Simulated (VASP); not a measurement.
# Zr3MoRh: single point with PBE

Zr3MoRh:

```
Zr Mo Rh
1.0
     4.93270    0.00000    0.00000
     0.00000    4.93270    0.00000
     0.00000    0.00000    4.93270
Zr Mo Rh
3 1 1
Direct
  0.00000 0.50000 0.50000
  0.50000 0.00000 0.50000
  0.50000 0.50000 0.00000
  0.00000 0.00000 0.00000
  0.50000 0.50000 0.50000
```

```json
{
 "Program": "VASP 6.6.1",
 "Task": "single point",
 "Functional": "PBE",
 "Potentials or basis": "VASP PAW PBE potentials, release 64 (Zr_sv, Mo_sv, Rh_pv)",
 "Cutoff": "520 eV",
 "k mesh": "4 × 4 × 4",
 "Occupations": "gaussian, width 0.1 eV",
 "Spin": "no spin polarisation"
}
```

```
Pressure               : 0.1 GPa
Band gap on the k mesh : zero (an odd number of electrons rules out a gap without spin polarisation)
```

Levels at points of the mesh, in eV from the Fermi level:
```tsv
k point	band 28	band 29	band 30	band 31	band 32	band 33	band 34	band 35	band 36	band 37
(0.00, 0.00, 0.00)	-2.16	-0.74	-0.74	-0.74	1.48	1.48	1.48	1.87	1.87	2.48
(0.50, 0.00, 0.00)	-1.32	-0.93	-0.93	-0.92	0.06	0.65	0.65	0.76	0.94	0.94
(0.50, 0.50, 0.00)	-1.45	-0.88	-0.52	-0.41	-0.25	-0.25	-0.13	-0.13	-0.04	0.36
(0.50, 0.50, 0.50)	-2.54	-0.42	-0.06	-0.06	-0.06	-0.03	-0.03	0.46	0.46	0.46
```

Wall time 75 s on 1 thread of Oxide Virtual Turin-like Processor, with other jobs on the host, peak memory 0.23 GiB.
